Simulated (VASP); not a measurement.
CsHoCu: relaxation of cell and atoms with PBE

CsHoCu:

```
Cs Ho Cu
1.0
    -2.69081    3.31858    3.82766
     2.69081   -3.31858    3.82766
     2.69081    3.31858   -3.82766
Cs Ho Cu
1 1 1
Direct
  0.00000 0.00000 0.00000
  0.50000 0.50000 0.00000
  0.50000 0.00000 0.50000
```

The cell was generated, and may not be a known phase.

* Program: VASP 6.6.1
* Task: relaxation of cell and atoms
* Functional: PBE
* Potentials or basis: VASP PAW PBE potentials, release 64 (Cs_sv, Ho_3, Cu), 4f in core
* Cutoff: 600 eV
* k mesh: 12 × 12 × 12
* Occupations: gaussian, width 0.1 eV
* Spin: no spin polarisation
* Dipole correction: no
* Further INCAR settings: ALGO = Normal; EDIFF = 1e-07; IBRION = 2; EDIFFG = -0.01; NSW = 100; ISIF = 3

```
Relaxed volume                        : 47.44 Å³/atom
Relaxed cell                          : a = 5.823 Å, b = 5.823 Å, c = 5.823 Å, α = 124.75°, β = 108.90°, γ = 96.09°
Space group after relaxing (to 0.1 Å) : Immm (No. 71)
Energy gained by relaxing             : 1.6 meV/atom
Ionic steps                           : 9
Pressure after relaxing               : 0.0 GPa
Band gap on the k mesh                : zero (an odd number of electrons rules out a gap without spin polarisation)
```

Step by step:
```
step  energy change (eV)  largest force (eV/Å)  pressure (GPa)  volume (Å³)
   1              0.0000                0.0000            0.28       136.72
   2             -0.0022                0.0000            0.15       138.27
   3             -0.0029                0.0000            0.05       139.50
   4             -0.0029                0.0000            0.02       139.79
   5             -0.0039                0.0000            0.02       140.58
   6             -0.0047                0.0000            0.01       141.79
   7             -0.0047                0.0000            0.01       142.14
   8             -0.0048                0.0000           -0.01       142.27
   9             -0.0048                0.0000            0.00       142.32
```

Final structure:
```
CELL_PARAMETERS angstrom
-2.69978 3.38539 3.89286
2.69978 -3.38539 3.89286
2.69978 3.38539 -3.89286
ATOMIC_POSITIONS crystal
Cs 0.00000 0.00000 0.00000
Ho 0.50000 0.50000 0.00000
Cu 0.50000 0.00000 0.50000
```

Levels at points of the mesh, in eV from the Fermi level:
| k point | band 12 | band 13 | band 14 | band 15 | band 16 | band 17 |
| --- | --- | --- | --- | --- | --- | --- |
| (0.00, 0.00, 0.00) | -2.55 | -2.51 | -0.19 | 0.22 | 0.65 | 1.11 |
| (0.50, 0.00, 0.00) | -2.44 | -2.29 | -0.61 | 0.46 | 1.10 | 1.38 |
| (0.00, 0.50, 0.00) | -2.49 | -2.13 | -1.29 | 0.10 | 0.42 | 0.92 |
| (0.50, 0.50, 0.00) | -2.43 | -1.76 | -1.50 | -0.55 | -0.11 | 0.51 |
| (0.50, 0.50, 0.50) | -2.47 | -2.34 | -0.21 | 0.44 | 0.55 | 1.29 |

Wall time 14 min on 4 MPI ranks on Intel(R) Xeon(R) 6975P-C (Granite Rapids) (shared host), peak memory 1.2 GiB a rank.

Caveat: spin-orbit coupling is left out, which moves the levels of the heavy elements; the 4f electrons are frozen in the core, so they carry no moment and show no levels. Spin polarisation is off, so any magnetic state and its effect on volume and gap are missing.
